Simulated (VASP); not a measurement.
Here is a VASP 6.6.1 calculation.

INCAR

```
SYSTEM = TePb
ALGO = Normal
EDIFF = 1E-7
EDIFFG = -0.01
ENCUT = 600
GGA = PE
IBRION = 2
ISIF = 3
ISMEAR = -1
LASPH = .True.
LCHARG = .False.
LREAL = .False.
LWAVE = .False.
NELM = 60
NSW = 80
PREC = Accurate
SIGMA = 0.05
```

The input KPOINTS:

```
k-points
0
Gamma
  5 5 5
  0 0 0
```

Contents of POSCAR:

```
TePb
1.0
    0.0000000000      3.2310000000      3.2310000000
    3.2310000000      0.0000000000      3.2310000000
    3.2310000000      3.2310000000      0.0000000000
Pb Te
1 1
Direct
    0.0000000000      0.0000000000      0.0000000000
    0.5000000000      0.5000000000      0.5000000000
```

Potentials or basis: VASP PAW PBE potentials, release 64 (Pb_d, Te).

Run with:

```bash
$ cat potpaw_PBE.64/Pb_d/POTCAR potpaw_PBE.64/Te/POTCAR > POTCAR
$ mpirun -np 1 vasp_std > vasp.out
```

Q: Predict the relaxed volume.

A: 35.41 Å³/atom.

Q: Predict the space group after relaxing (to 0.05 Å).

A: Fm-3m (No. 225).

Final structure:
```
Pb Te
1.0
     0.00000    3.28390    3.28390
     3.28390    0.00000    3.28390
     3.28390    3.28390    0.00000
Pb Te
1 1
Direct
  0.00000 0.00000 0.00000
  0.50000 0.50000 0.50000
```

 PBE usually gives volumes a little too large and moduli too small.
